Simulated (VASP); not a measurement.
# TaSi6 (P-1) in VASP: single point with PBE

Aim: the single point of TaSi6 with PBE.

Everything below comes from runs of VASP 6.6.1. Logs are shortened: lines on timing, memory, paths and dates and some standing lists are left out, and cuts for length are marked.

## (1) The cell of the first run

The typed cell holds 7 atoms: a = 4.339 Å, b = 4.732 Å, c = 5.747 Å, α = 77.61°, β = 85.90°, γ = 66.55°.

## (2) Single point, PBE

The input, INCAR:

```
PREC = Accurate ; ENCUT = 500
EDIFF = 1E-6 ; ISMEAR = 0
SIGMA = 0.1 ; LREAL = F
LASPH = T ; NELM = 120
ALGO = Normal ; ISIF = 2
LWAVE = F ; LCHARG = F
GGA = PE ; NBANDS = 26
GGA_COMPAT = F
```

The input, KPOINTS:

```
regular mesh
0
Gamma
  4 4 4
```

The input, POSCAR:

```
TaSi6
1.0
    4.3392997773      0.0000000000      0.0000000000
    1.8829942136      4.3409819948      0.0000000000
    0.4108509043      1.1653565721      5.6121878965
Ta Si
1 6
Direct
    0.0000000000      0.0000000000      0.0000000000
    0.2894129205      0.4376332006      0.8691695977
    0.5489916039      0.9199568322      0.7170223963
    0.7928990622      0.3888871898      0.5911368638
    0.2071009378      0.6111128102      0.4088631362
    0.4510083961      0.0800431678      0.2829776037
    0.7105870795      0.5623667994      0.1308304023
```

Potentials or basis: VASP PAW PBE potentials, release 64 (Ta_pv, Si).

Command:

```sh
$ cat potpaw_PBE.64/Ta_pv/POTCAR potpaw_PBE.64/Si/POTCAR > POTCAR
$ mpirun -np 1 vasp_std > vasp.out
```

OUTCAR:

```text
PREC = Accurate
   ENCUT = 500
   EDIFF = 1E-6
   ISMEAR = 0
   LREAL = F
   LASPH = T
   NELM = 120
   ISIF = 2
   GGA = PE

 ion  position               nearest neighbor table
   1  0.000  0.000  0.000-   4 2.62   5 2.62   7 2.70   2 2.70   3 2.73   6 2.73   2 2.77   7 2.77
                             6 2.82   3 2.82   2 2.99   7 2.99
   2  0.289  0.438  0.869-   6 2.56   3 2.57   4 2.58   5 2.60   1 2.70   7 2.75   7 2.75   1 2.77
                             3 2.88   4 2.88   1 2.99
   3  0.549  0.920  0.717-   6 2.46   4 2.55   7 2.56   2 2.57   1 2.73   4 2.76   1 2.82   2 2.88

   4  0.793  0.389  0.591-   5 2.49   5 2.54   3 2.55   2 2.58   7 2.60   1 2.62   3 2.76   2 2.88

   5  0.207  0.611  0.409-   4 2.49   4 2.54   6 2.55   7 2.58   2 2.60   1 2.62   6 2.76   7 2.88

   6  0.451  0.080  0.283-   3 2.46   5 2.55   2 2.56   7 2.57   1 2.73   5 2.76   1 2.82   7 2.88

   7  0.711  0.562  0.131-   3 2.56   6 2.57   5 2.58   4 2.60   1 2.70   2 2.75   2 2.75   1 2.77
                             6 2.88   5 2.88   1 2.99

  LATTYP: Found a triclinic cell.
 ALAT       =     4.3392997773
 B/A-ratio  =     2.2285340290
 C/A-ratio  =     1.6013908561
 COS(alpha) =     0.0076531800
 COS(beta)  =     0.5653327003
 COS(gamma) =     0.7452171313

  Lattice vectors:

 A1 = (   4.3392997773,   0.0000000000,   0.0000000000)
 A2 = (   7.2064562453,  -3.1756254227,   5.6121878965)
 A3 = (   3.9284488730,  -1.1653565721,  -5.6121878965)

Analysis of symmetry for initial positions (statically):
=====================================================================
 Subroutine PRICEL returns:
 Original cell was already a primitive cell.

 Routine SETGRP: Setting up the symmetry group for a
 triclinic supercell.

 Subroutine GETGRP returns: Found  2 space group operations
 (whereof  2 operations were pure point group operations)
 out of a pool of  2 trial point group operations.

The static configuration has the point symmetry S_2 .

Analysis of symmetry for dynamics (positions and initial velocities):
=====================================================================
 Subroutine PRICEL returns:
 Original cell was already a primitive cell.

 Routine SETGRP: Setting up the symmetry group for a
 triclinic supercell.

 Subroutine GETGRP returns: Found  2 space group operations
 (whereof  2 operations were pure point group operations)
 out of a pool of  2 trial point group operations.

The dynamic configuration has the point symmetry S_2 .

 Subroutine INISYM returns: Found  2 space group operations
 (whereof  2 operations are pure point group operations),
 and found     1 'primitive' translations

----------------------------------------------------------------------------------------

                                     Primitive cell

  volume of cell :     105.7158

  direct lattice vectors                    reciprocal lattice vectors
     4.339299777  0.000000000  0.000000000     0.230451928 -0.099963475  0.003886490
     1.882994214  4.340981995  0.000000000     0.000000000  0.230362623 -0.047834214
     0.410850904  1.165356572  5.612187897     0.000000000  0.000000000  0.178183628

  length of vectors
     4.339299777  4.731785275  5.746608338     0.251228765  0.235276540  0.178183628

  position of ions in fractional coordinates (direct lattice)
     0.000000000  0.000000000  0.000000000
     0.289412920  0.437633201  0.869169598
     0.548991604  0.919956832  0.717022396
     0.792899062  0.388887190  0.591136864
     0.207100938  0.611112810  0.408863136
     0.451008396  0.080043168  0.282977604
     0.710587080  0.562366799  0.130830402

  ion indices of the primitive-cell ions
   primitive index   ion index
                 1           1
                 2           2
                 3           3
                 4           4
                 5           5
                 6           6
                 7           7

----------------------------------------------------------------------------------------

 KPOINTS: regular mesh

Automatic generation of k-mesh.
 Grid dimensions read from file:
 generate k-points for:    4    4    4

 Generating k-lattice:

  Cartesian coordinates                     Fractional coordinates (reciprocal lattice)
     0.057612982 -0.024990869  0.000971622     0.250000000  0.000000000  0.000000000
     0.000000000  0.057590656 -0.011958554     0.000000000  0.250000000 -0.000000000
     0.000000000  0.000000000  0.044545907     0.000000000  0.000000000  0.250000000

  Length of vectors
     0.062807191  0.058819135  0.044545907

  Shift w.r.t. Gamma in fractional coordinates (k-lattice)
     0.000000000  0.000000000  0.000000000

 Subroutine IBZKPT returns following result:
 ===========================================

 Found     36 irreducible k-points:

 Following reciprocal coordinates:
            Coordinates               Weight
  0.000000  0.000000  0.000000      1.000000
  0.250000  0.000000  0.000000      2.000000
  0.500000  0.000000  0.000000      1.000000
  0.000000  0.250000 -0.000000      2.000000
  0.250000  0.250000  0.000000      2.000000
  0.500000  0.250000  0.000000      2.000000
[... 16 lines left out ...]
  0.000000 -0.250000  0.250000      2.000000
  0.250000 -0.250000  0.250000      2.000000
 [... further k-points ...]
   k-points           NKPTS =     36   k-points in BZ     NKDIM =     36   number of bands    NBANDS=     26
   number of dos      NEDOS =    301   number of ions     NIONS =      7
   total plane-waves  NPLWV =  48384
   dimension x,y,z NGX =    32 NGY =   36 NGZ =   42
   dimension x,y,z NGXF=    64 NGYF=   72 NGZF=   84
   ions per type =               1   6
   NGX,Y,Z   is equivalent  to a cutoff of  12.26, 12.65, 12.15 a.u.
   NGXF,Y,Z  is equivalent  to a cutoff of  24.52, 25.30, 24.30 a.u.
 SYSTEM =  unknown system
   PREC   = accura    normal or accurate (medium, high low for compatibility)
   ISTART =      0    job   : 0-new  1-cont  2-samecut
   ICHARG =      2    charge: 1-file 2-atom 10-const
   ISPIN  =      1    spin polarized calculation?
   LNONCOLLINEAR =      F non collinear calculations
   LSORBIT =      F    spin-orbit coupling
   LASPH  =      T    aspherical Exc in radial PAW
   ENCUT  =  500.0 eV  36.75 Ry    6.06 a.u.   7.91  8.63 10.48*2*pi/ulx,y,z
   NELM   =    120;   NELMIN=  2; NELMDL= -5     # of ELM steps
   EDIFF  = 0.1E-05   stopping-criterion for ELM
   LREAL  =      F    real-space projection
   EDIFFG = 0.1E-04   stopping-criterion for IOM
   NSW    =      0    number of steps for IOM
   IBRION =     -1    ionic relax: 0-MD 1-quasi-New 2-CG
   NFREE  =      0    steps in history (QN), initial steepest desc. (CG)
   ISIF   =      2    stress and relaxation
   ISYM   =      2    0-nonsym 1-usesym 2-fastsym
   POTIM  = 0.5000    time-step for ionic-motion
   TEBEG  =    0.0;   TEEND  =   0.0 temperature during run
   PSTRESS=    0.0 pullay stress
   NELECT =      35.0000    total number of electrons
   NUPDOWN=      -1.0000    fix difference up-down
   EMIN   =  10.00;   EMAX   =-10.00  energy-range for DOS
   EFERMI =   0.00;   METHOD = LEGACY
   ISMEAR =     0;   SIGMA  =   0.10  broadening in eV -4-tet -1-fermi 0-gaus
   EFERMI_NEDOS =   21; number of points for ismear=-14 and -15
   IALGO  =     38    algorithm
   IMIX   =      4    mixing-type and parameters
     AMIX     =   0.40;   BMIX     =  1.00
     AMIX_MAG =   1.60;   BMIX_MAG =  1.00
  volume/ion in A,a.u.               =      15.10       101.92
  Fermi-wavevector in a.u.,A,eV,Ry     =   1.132533  2.140177 17.451257  1.282631
  Thomas-Fermi vector in A             =   2.269234
   LORBIT       =      0    0 simple, 1 ext, 2 COOP (PROOUT), +10 PAW based schemes
   GGA     = PE    functional components
   LHFCALC =     F    Hartree Fock is set to
   AEXX    =    0.0000 exact exchange contribution
   IVDW    =     0    specifies the selected vdW correction
   LEPSILON=     F    determine dielectric tensor
   LRPA    =     F    only Hartree local field effects (RPA)
 non-spin polarized calculation
 Gauss-broadening in eV      SIGMA  =   0.10
  energy-cutoff  :      500.00
  volume of cell :      105.72
 maximum number of plane-waves:      2712
   NGX = 15   NGY = 17   NGZ = 21

 number of electron      34.9999998 magnetization

 Free energy of the ion-electron system (eV)
  ---------------------------------------------------
  ext. energy  EPLUGINS =         0.00000000
  ---------------------------------------------------
  free energy    TOTEN  =       -42.69410455 eV

  energy without entropy =      -42.67424393  energy(sigma->0) =      -42.68417424

 E-fermi :   9.2699     XC(G=0): -11.3377

 val. band max:        9.2536333237   @ k =   0.2500   0.0000   0.5000
 cond. band min:       9.2717138580   @ k =   0.0000   0.5000  -0.0000
 fundamental gap:      0.0180805343
 Fermi energy:         9.2699027813

 k-point     1 :       0.0000    0.0000    0.0000
  band No.  band energies     occupation
      1     -25.1962      2.00000
      2     -25.1523      2.00000
      3     -25.1137      2.00000
      4      -4.5934      2.00000
      5      -0.0391      2.00000
      6      -0.0166      2.00000
[... 18 lines left out ...]
     25      13.3224      0.00000
     26      13.4535      0.00000

 k-point     2 :       0.2500    0.0000    0.0000
  band No.  band energies     occupation
      1     -25.1995      2.00000
      2     -25.1526      2.00000
      3     -25.1172      2.00000
      4      -4.0296      2.00000
      5       0.2480      2.00000
      6       0.4114      2.00000
[... 18 lines left out ...]
     25      13.3229      0.00000
     26      13.6976      0.00000

 k-point     3 :       0.5000    0.0000    0.0000
  band No.  band energies     occupation
      1     -25.2031      2.00000
      2     -25.1529      2.00000
      3     -25.1203      2.00000
      4      -2.8833      2.00000
      5      -1.5707      2.00000
      6       0.6716      2.00000
[... 572 lines left out ...]
 k-point    23 :       0.0000   -0.2500    0.2500
  band No.  band energies     occupation
      1     -25.1964      2.00000
      2     -25.1555      2.00000
      3     -25.1141      2.00000
      4      -3.6552      2.00000
      5      -1.9432      2.00000
      6      -0.2015      2.00000
[... 18 lines left out ...]
     25      13.3028      0.00000
     26      13.7148      0.00000

 k-point    24 :       0.2500   -0.2500    0.2500
  band No.  band energies     occupation
      1     -25.1996      2.00000
      2     -25.1558      2.00000
      3     -25.1175      2.00000
      4      -2.8285      2.00000
      5      -1.2061      2.00000
      6      -0.8235      2.00000
[... 18 lines left out ...]
     25      13.0926      0.00000
     26      13.3170      0.00000

 [... further k-points ...]
[... 5 lines left out ...]
  --------------------------------------------------------------------------------------
  -------------------------------------------------------------------------------------
  Total        0.5422069     -0.7230347      1.1642600     -1.9423733     -1.3657415     -0.8197293
  in kB        8.2174263    -10.9579642     17.6449612    -29.4376707    -20.6985184    -12.4234204
  external PRESSURE =       4.9681411 kB  Pullay stress =       0.0000000 kB

 VOLUME and BASIS-vectors are now :
 -----------------------------------------------------------------------------
  energy-cutoff  :      500.00
  volume of cell :      105.72
      direct lattice vectors                 reciprocal lattice vectors
     4.339299777  0.000000000  0.000000000     0.230451928 -0.099963475  0.003886490
     1.882994214  4.340981995  0.000000000     0.000000000  0.230362623 -0.047834214
     0.410850904  1.165356572  5.612187897     0.000000000  0.000000000  0.178183628

 POSITION                                       TOTAL-FORCE (eV/Angst)
 -----------------------------------------------------------------------------------
      0.00000      0.00000      0.00000         0.000000      0.000000      0.000000
      2.43701      2.91265      4.87794        -0.106143      0.125155      0.078064
      4.40910      4.82910      4.02406         0.152083     -0.228424      0.024139
      4.41577      2.37704      3.31757         0.139577      0.113844     -0.035928
      2.21738      3.12930      2.29462        -0.139577     -0.113844      0.035928
      2.22404      0.67724      1.58812        -0.152083      0.228424     -0.024139
      4.19614      2.59369      0.73424         0.106143     -0.125155     -0.078064
 -----------------------------------------------------------------------------------
    total drift:                               -0.000000      0.000000     -0.000000

  FREE ENERGIE OF THE ION-ELECTRON SYSTEM (eV)
  ---------------------------------------------------
  free  energy   TOTEN  =       -42.6941045504 eV

  energy  without entropy=      -42.6742439320  energy(sigma->0) =      -42.68417424
```

It took 86 s on 1 thread of AMD EPYC 7R13, shared host; peak memory 0.22 GiB.

Results:

```yaml
Free_energy: -42.6941 eV
Pressure: 0.5 GPa
Largest_force: 0.275 eV/Å
```

Forces in eV/Å, atoms in the order of the input:
```
Ta   0.000  0.000  0.000
Si  -0.106  0.125  0.078
Si   0.152 -0.228  0.024
Si   0.140  0.114 -0.036
Si  -0.140 -0.114  0.036
Si  -0.152  0.228 -0.024
Si   0.106 -0.125 -0.078
```

Stress tensor (GPa, compression positive):
```
 0.82 -2.94 -1.24
-2.94 -1.10 -2.07
-1.24 -2.07  1.76
```

Caveat: the k points lie up to 0.39 Å⁻¹ apart; spin-orbit coupling is left out, which moves the levels of the heavy elements.
